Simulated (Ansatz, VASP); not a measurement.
# Two plane-wave programs on AlN

The input POSCAR:

```
AlN
1.0
    3.1110021516      0.0000000000      0.0000000000
   -1.5555010758      2.6942068945      0.0000000000
    0.0000000000      0.0000000000      4.9780000000
Al N
2 2
Direct
    0.2975134465      0.6410598885     -0.0475936351
    0.6935031174      0.3592081768      0.4885561274
    0.3661637985      0.7133904999      0.4288797804
    0.6428196376      0.2863414348      0.9001577274
```

Contents of INCAR.step1:

```
SYSTEM = AlN
PREC = Accurate ; ENCUT = 520
ISMEAR = 0 ; SIGMA = 0.05
LREAL = .False. ; LASPH = .True.
NELM = 80 ; NBANDS = 16
GGA = PE ; ALGO = Normal
EDIFF = 1E-4 ; LWAVE = .True.
LCHARG = .False.
```

INCAR.step2

```
SYSTEM = AlN
PREC = Accurate ; ENCUT = 520
EDIFF = 1E-7 ; ISMEAR = 0
SIGMA = 0.05 ; LREAL = .False.
LASPH = .True. ; NELM = 80
ALGO = Normal ; ISIF = 2
LWAVE = .False. ; LCHARG = .False.
METAGGA = R2SCAN ; LMIXTAU = .True.
NBANDS = 16 ; ISTART = 1
```

Contents of KPOINTS:

```
Automatic mesh
0
Gamma
  12 12 6
  0 0 0
```

Input for Ansatz:

```yaml
crystal:
  lattice:
    - [3.1110021516, 0.0, 0.0]
    - [-1.5555010758, 2.6942068945, 0.0]
    - [0.0, 0.0, 4.978]
  atoms:
    - { symbol: Al, position: [0.2975134465, 0.6410598885, -0.0475936351] }
    - { symbol: Al, position: [0.6935031174, 0.3592081768, 0.4885561274] }
    - { symbol: "N", position: [0.3661637985, 0.7133904999, 0.4288797804] }
    - { symbol: "N", position: [0.6428196376, 0.2863414348, 0.9001577274] }
basis:
  ecutwfc: 500
kpoints:
  mp_grid: { grid: [12, 12, 6] }
hamiltonian:
  xc: r2scan
scf:
  occupations: { method: gaussian, width: 0.05 }
output:
  forces: true
  stress: true
  eigenvalues: true
  write_density: true
  write_potential: true
  elf: true
  volumetric_format: npy
```

Change from the starting cell: all atoms moved at random (sigma 0.1 Å a component).

Alike in both runs: task single point; functional r2SCAN; k mesh 12 × 12 × 6; occupations gaussian, width 0.05 eV; no spin polarisation.

```csv
,VASP,Ansatz
version,VASP 6.6.1,Ansatz 0.2.0
potentials or method,"VASP PAW PBE potentials, release 64 (Al, N), cutoff 520 eV","scalar-relativistic, plane waves, PAW"
valence electrons in the cell,16,16
```

```tsv
	VASP	Ansatz	Ansatz less VASP
gap on the k mesh at the Fermi level (eV)	3.72	3.70	-0.026
least direct gap on the mesh (eV)	3.72	3.70	-0.026
pressure (GPa)	6.9	7.1	+0.24
traceless stress, the component that is largest in VASP (GPa)	16.36	16.05	-0.309
rms of the force components (eV/Å)	1.300	1.282	-0.0182
```

VASP's potentials were made for PBE, not for r2SCAN. Atom by atom the forces differ by 0.019 eV/Å (rms over components). The functional is the same, so the differences come from potentials, cutoffs and numerics.
